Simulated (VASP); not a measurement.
# Mg8HO8 (a cell with a defect) in VASP: notebook

Runs on Mg8HO8 (a cell with a defect). Level: PBE+D3(BJ). Tasks: single point.

Program: VASP 6.6.1. These are calculated values, not measurements. Logs are shortened: lines on timing, memory, paths and dates and some standing lists are left out, and cuts for length are marked.

## 1. The cell of the first run

The cell holds a defect, 17 atoms: a = 5.446 Å, b = 5.446 Å, c = 5.446 Å, α = 60.00°, β = 60.00°, γ = 60.00°.

## 2. Single point, PBE+D3(BJ), collinear spin

INCAR

```
SYSTEM = Mg8HO8
  PREC = Accurate
  ENCUT = 520
  EDIFF = 1E-6
  ISMEAR = 0
  SIGMA = 0.05
  LREAL = .False.
  LASPH = .True.
  NELM = 200
  ALGO = Normal
  ISIF = 2
  LWAVE = .False.
  LCHARG = .False.
  ISPIN = 2
  MAGMOM = 0 0 0 0 0 0 0 0 0.09 0.09 0 0.09 0 0.09 0 0 0.4
  LORBIT = 11
  GGA = PE
  IVDW = 12
  NBANDS = 50
  GGA_COMPAT = .False.
```

KPOINTS

```
Automatic mesh
0
Gamma
  3 3 3
  0 0 0
```

POSCAR

```
Mg8HO8
1.0
    0.0000000000      3.8510000000      3.8510000000
    3.8510000000      0.0000000000      3.8510000000
    3.8510000000      3.8510000000      0.0000000000
Mg O H
8 8 1
Direct
   -0.0025337575     -0.0134327447      0.0167137107
   -0.0010366139      0.0042944690      0.5035292132
    0.0023192677      0.4970328486     -0.0037848611
   -0.0026107505      0.5174578032      0.4858117372
    0.5010450532     -0.0066534666      0.0037827837
    0.4918771748      0.0043427681      0.5035362244
    0.5028887302      0.4971055570     -0.0036661906
    0.5009565048      0.5044613088      0.4926750195
    0.2506508699      0.2529746819      0.2443935341
    0.2683936640      0.2542186445      0.7536250325
    0.2530194755      0.7493928850      0.2487543495
    0.2506150351      0.7451767073      0.7522042327
    0.7521468450      0.2473470527      0.2469962347
    0.7240750454      0.2541010127      0.7533952220
    0.7474137886      0.7494314464      0.2486526876
    0.7521859257      0.7477613607      0.7465723189
    0.0657494157      0.1864170345      0.6856499610
```

Potentials or basis: VASP PAW PBE potentials, release 64 (Mg, O, H).

Run with:

```sh
$ cat potpaw_PBE.64/Mg/POTCAR potpaw_PBE.64/O/POTCAR potpaw_PBE.64/H/POTCAR > POTCAR
$ mpirun -np 1 vasp_std > vasp.out
```

OUTCAR:

```text
SYSTEM = Mg8HO8
   PREC = Accurate
   ENCUT = 520
   EDIFF = 1E-6
   ISMEAR = 0
   LREAL = .False.
   LASPH = .True.
   NELM = 200
   ISIF = 2
   ISPIN = 2
   LORBIT = 11
   GGA = PE
   IVDW = 12
 IVDW          = 12

 ion  position               nearest neighbor table
   1  0.997  0.987  0.017-  17 1.53  15 1.88  11 1.88  13 1.89  12 1.95  14 2.07  10 2.07   4 2.55
                             6 2.70   2 2.70   3 2.71   7 2.71   5 2.72   5 2.73   7 2.74   3 2.74
   2  0.999  0.004  0.504-  12 1.93   9 1.93  14 1.93  16 1.94  13 1.94  17 1.95  11 1.96   6 2.68
                             1 2.70   4 2.71   5 2.72   8 2.72   3 2.72   3 2.72   8 2.73   5 2.73
   3  0.002  0.497  0.996-  10 1.87  12 1.91   9 1.91  16 1.92  13 1.92  15 1.94   4 2.71   1 2.71
                             5 2.72   8 2.72   7 2.72   2 2.72   2 2.72   7 2.73   8 2.73   5 2.73
   4  0.997  0.517  0.486-  17 1.53  15 1.88  11 1.88  16 1.89   9 1.95  14 2.07  10 2.08   1 2.55
                             6 2.70   2 2.71   3 2.71   7 2.71   8 2.72   8 2.73   7 2.74   3 2.74
   5  0.501  0.993  0.004-  10 1.86  14 1.87  15 1.89  11 1.89   9 1.93  16 1.94   8 2.66   3 2.72
                             7 2.72   2 2.72   6 2.72   1 2.72   1 2.73   6 2.73   7 2.73   2 2.73
   6  0.492  0.004  0.504-   9 1.93  12 1.93  10 1.93  17 1.93  13 1.94  16 1.94  15 1.96   2 2.68
                             4 2.70   1 2.70   8 2.72   5 2.72   7 2.72   7 2.72   5 2.73   8 2.73
   7  0.503  0.497  0.996-  14 1.88   9 1.91  12 1.91  13 1.93  16 1.93  11 1.94   1 2.71   4 2.71
                             5 2.72   8 2.72   3 2.72   6 2.72   6 2.72   3 2.73   8 2.73   5 2.73
   8  0.501  0.504  0.493-  10 1.86  14 1.87  15 1.89  11 1.89  12 1.93  13 1.94   5 2.66   3 2.72
                             7 2.72   2 2.72   6 2.72   4 2.72   4 2.73   6 2.73   7 2.73   2 2.73
   9  0.251  0.253  0.244-   7 1.91   3 1.91   5 1.93   2 1.93   6 1.93   4 1.95
  10  0.268  0.254  0.754-   5 1.86   8 1.86   3 1.87   6 1.93   1 2.07   4 2.08
  11  0.253  0.749  0.249-   4 1.88   1 1.88   8 1.89   5 1.89   7 1.94   2 1.96
  12  0.251  0.745  0.752-   7 1.91   3 1.91   8 1.93   2 1.93   6 1.93   1 1.95
  13  0.752  0.247  0.247-   1 1.89   3 1.92   7 1.93   8 1.94   6 1.94   2 1.94
  14  0.724  0.254  0.753-   5 1.87   8 1.87   7 1.88   2 1.93   4 2.07   1 2.07
  15  0.747  0.749  0.249-   4 1.88   1 1.88   5 1.89   8 1.89   3 1.94   6 1.96
  16  0.752  0.748  0.747-   4 1.89   3 1.92   7 1.93   5 1.94   2 1.94   6 1.94
  17  0.066  0.186  0.686-   4 1.53   1 1.53   6 1.93   2 1.95

  LATTYP: Found a face centered cubic cell.
 ALAT       =     7.7020000000

  Lattice vectors:

 A1 = (   0.0000000000,   3.8510000000,   3.8510000000)
 A2 = (   3.8510000000,   0.0000000000,   3.8510000000)
 A3 = (   3.8510000000,   3.8510000000,   0.0000000000)

Analysis of symmetry for initial positions (statically):
=====================================================================
 Subroutine PRICEL returns:
 Original cell was already a primitive cell.

 Routine SETGRP: Setting up the symmetry group for a
 face centered cubic supercell.

 Subroutine GETGRP returns: Found  1 space group operations
 (whereof  1 operations were pure point group operations)
 out of a pool of 48 trial point group operations.

The static configuration has the point symmetry C_1 .

Analysis of symmetry for dynamics (positions and initial velocities):
=====================================================================
 Subroutine PRICEL returns:
 Original cell was already a primitive cell.

 Routine SETGRP: Setting up the symmetry group for a
 face centered cubic supercell.

 Subroutine GETGRP returns: Found  1 space group operations
 (whereof  1 operations were pure point group operations)
 out of a pool of 48 trial point group operations.

The dynamic configuration has the point symmetry C_1 .

Analysis of structural, dynamic, and magnetic symmetry:
=====================================================================
 Subroutine PRICEL returns:
 Original cell was already a primitive cell.

 Routine SETGRP: Setting up the symmetry group for a
 face centered cubic supercell.

 Subroutine GETGRP returns: Found  1 space group operations
 (whereof  1 operations were pure point group operations)
 out of a pool of 48 trial point group operations.

The overall configuration has the point symmetry C_1 .

 Subroutine INISYM returns: Found  1 space group operations
 (whereof  1 operations are pure point group operations),
 and found     1 'primitive' translations

----------------------------------------------------------------------------------------

                                     Primitive cell

  volume of cell :     114.2222

  direct lattice vectors                    reciprocal lattice vectors
     0.000000000  3.851000000  3.851000000    -0.129836406  0.129836406  0.129836406
     3.851000000  0.000000000  3.851000000     0.129836406 -0.129836406  0.129836406
     3.851000000  3.851000000  0.000000000     0.129836406  0.129836406 -0.129836406

  length of vectors
[... 104 lines left out ...]
   NSW    =      0    number of steps for IOM
   IBRION =     -1    ionic relax: 0-MD 1-quasi-New 2-CG
   NFREE  =      0    steps in history (QN), initial steepest desc. (CG)
   ISIF   =      2    stress and relaxation
   ISYM   =      2    0-nonsym 1-usesym 2-fastsym
   POTIM  = 0.5000    time-step for ionic-motion
   TEBEG  =    0.0;   TEEND  =   0.0 temperature during run
   PSTRESS=    0.0 pullay stress
   NELECT =      65.0000    total number of electrons
   NUPDOWN=      -1.0000    fix difference up-down
   EMIN   =  10.00;   EMAX   =-10.00  energy-range for DOS
   EFERMI =   0.00;   METHOD = LEGACY
   ISMEAR =     0;   SIGMA  =   0.05  broadening in eV -4-tet -1-fermi 0-gaus
   EFERMI_NEDOS =   21; number of points for ismear=-14 and -15
   IALGO  =     38    algorithm
   IMIX   =      4    mixing-type and parameters
     AMIX     =   0.40;   BMIX     =  1.00
     AMIX_MAG =   1.60;   BMIX_MAG =  1.00
  volume/ion in A,a.u.               =       6.72        45.34
  Fermi-wavevector in a.u.,A,eV,Ry     =   1.356633  2.563665 25.040891  1.840454
  Thomas-Fermi vector in A             =   2.483620
   LORBIT       =     11    0 simple, 1 ext, 2 COOP (PROOUT), +10 PAW based schemes
   GGA     = PE    functional components
   LHFCALC =     F    Hartree Fock is set to
   AEXX    =    0.0000 exact exchange contribution
   IVDW    =    12    specifies the selected vdW correction
   LEPSILON=     F    determine dielectric tensor
   LRPA    =     F    only Hartree local field effects (RPA)
 spin polarized calculation
 Gauss-broadening in eV      SIGMA  =   0.05
  energy-cutoff  :      520.00
  volume of cell :      114.22
 maximum number of plane-waves:      3119
 NGX is ok and might be reduce to    42
   NGX = 21   NGY = 21   NGZ = 21

 number of electron      64.9999996 magnetization       0.9260144

 Free energy of the ion-electron system (eV)
  ---------------------------------------------------
  ext. energy  EPLUGINS =         0.00000000
  ---------------------------------------------------
  free energy    TOTEN  =       -84.29282986 eV

  energy without entropy =      -84.29175366  energy(sigma->0) =      -84.29229176

 E-fermi :  10.3379     XC(G=0): -12.5170

 val. band max:       10.3375804549   @ k =   0.3333  -0.3333  -0.3333
 cond. band min:      10.7320975397   @ k =   0.0000   0.3333   0.0000
 fundamental gap:      0.3945170848
 Fermi energy:        10.3378946669

 spin component 1

 k-point     1 :       0.0000    0.0000    0.0000
  band No.  band energies     occupation
      1     -13.4203      1.00000
      2     -11.4497      1.00000
      3     -11.3604      1.00000
      4     -11.1602      1.00000
      5     -11.1421      1.00000
      6     -10.9368      1.00000
[... 647 lines left out ...]
     43      18.4249      0.00000
     44      18.9973      0.00000
 Fermi energy:        10.3378946669

 spin component 2

 k-point     1 :       0.0000    0.0000    0.0000
  band No.  band energies     occupation
      1     -13.3287      1.00000
      2     -11.3372      1.00000
      3     -11.3128      1.00000
      4     -11.1318      1.00000
      5     -11.1269      1.00000
      6     -10.7726      1.00000
[... 647 lines left out ...]
     43      18.4631      0.00000
     44      19.0336      0.00000
 [bands above 44 left out]

------------------------ aborting loop because EDIFF is reached ----------------------------------------

 Edisp (eV)   -6.42990

 E8    (eV) :    -2.5031

  FORCE on cell =-STRESS in cart. coord.  units (eV):
  Direction    XX          YY          ZZ          XY          YZ          ZX
  --------------------------------------------------------------------------------------
  -------------------------------------------------------------------------------------
  Total      56.89418    63.76193    63.74277     0.00211    -0.15450     0.00104
  in kB     798.04595   894.37877   894.10997     0.02960    -2.16712     0.01453
  external pressure =      862.18 kB  Pullay stress =        0.00 kB

 VOLUME and BASIS-vectors are now :
 -----------------------------------------------------------------------------
  energy-cutoff  :      520.00
  volume of cell :      114.22
      direct lattice vectors                 reciprocal lattice vectors
     0.000000000  3.851000000  3.851000000    -0.129836406  0.129836406  0.129836406
     3.851000000  0.000000000  3.851000000     0.129836406 -0.129836406  0.129836406
     3.851000000  3.851000000  0.000000000     0.129836406  0.129836406 -0.129836406

 POSITION                                       TOTAL-FORCE (eV/Angst)
 -----------------------------------------------------------------------------------
      3.86364      3.90561      7.64051         0.193259     -0.105764      0.119244
      1.95563      5.78610      3.86355         0.081127      0.039327      0.041520
      5.75050      3.84536      1.92300         0.232340      0.033912      0.027141
      3.86359      5.71181      5.83368         0.193719      0.121491     -0.104740
      3.83995      1.94409      5.75490         0.080019     -0.060002      0.050054
      1.95584      3.83334      1.91094         0.080609     -0.025656     -0.030751
[... 9 lines left out ...]
      5.75468      5.77172      5.77630         0.144805      0.004480     -0.006605
      3.35833      2.89364      0.97109        -2.204670     -0.017783     -0.018077
 -----------------------------------------------------------------------------------
    total drift:                               -0.000619     -0.000188     -0.000130

  FREE ENERGIE OF THE ION-ELECTRON SYSTEM (eV)
  ---------------------------------------------------
  free  energy   TOTEN  =       -90.7227249612 eV

  energy  without entropy=      -90.7216487606  energy(sigma->0) =      -90.72218686

 total charge

# of ion       s       p       d       tot
------------------------------------------
    1        0.206   0.305   0.168   0.680
    2        0.194   0.284   0.153   0.631
    3        0.201   0.298   0.161   0.660
    4        0.206   0.305   0.168   0.680
    5        0.206   0.311   0.171   0.688
    6        0.194   0.284   0.153   0.631
[... 9 lines left out ...]
   16        1.555   3.737   0.000   5.292
   17        0.639   0.034   0.000   0.673
--------------------------------------------------
tot         14.738  32.289   1.305  48.332

 magnetization (x)

# of ion       s       p       d       tot
------------------------------------------
    1        0.003   0.008   0.011   0.023
    2       -0.001  -0.001   0.002   0.001
    3       -0.000   0.000   0.001   0.001
    4        0.003   0.008   0.011   0.023
    5        0.001   0.002   0.003   0.006
    6       -0.001  -0.000   0.002   0.001
[... 9 lines left out ...]
   16       -0.000  -0.001   0.000  -0.001
   17        0.283   0.003   0.000   0.286
--------------------------------------------------
tot          0.331   0.365   0.034   0.730
```

Run time: 3.6 min. Hardware: 1 thread of Intel Xeon Platinum 8259CL at 2.50GHz (Skylake/Cascade Lake), shared host; peak memory 0.42 GiB.

What came out:

```
Free energy                                           : -90.7227 eV
Pressure                                              : 86.2 GPa
Largest force                                         : 2.205 eV/Å
Net moment                                            : 0.93 μB per cell
Site moments                                          : Mg +0.02, +0.00, +0.01; O +0.04, +0.16, -0.00, +0.15; H +0.29 μB
Valence electrons inside the program's atomic spheres : Mg 0.68, 0.63, 0.66, 0.69; O 5.29, 5.28, 5.31; H 0.67
Dispersion energy per atom                            : -0.378 eV
```

Forces in eV/Å, atoms in the order of the input:
```
Mg   0.193 -0.106  0.119
Mg   0.081  0.039  0.042
Mg   0.232  0.034  0.027
Mg   0.194  0.121 -0.105
Mg   0.080 -0.060  0.050
Mg   0.081 -0.026 -0.031
Mg   0.219 -0.024 -0.023
Mg   0.080  0.056 -0.051
O    0.003 -0.054  0.054
O    0.270 -0.209 -0.206
O    0.106  0.000  0.007
O    0.002  0.059 -0.050
O    0.146 -0.002  0.009
O    0.265  0.180  0.185
O    0.109  0.004 -0.002
O    0.145  0.004 -0.007
H   -2.205 -0.018 -0.018
```

Caveat: the k points lie up to 0.47 Å⁻¹ apart.

(Part 1 of 2 ends here.)
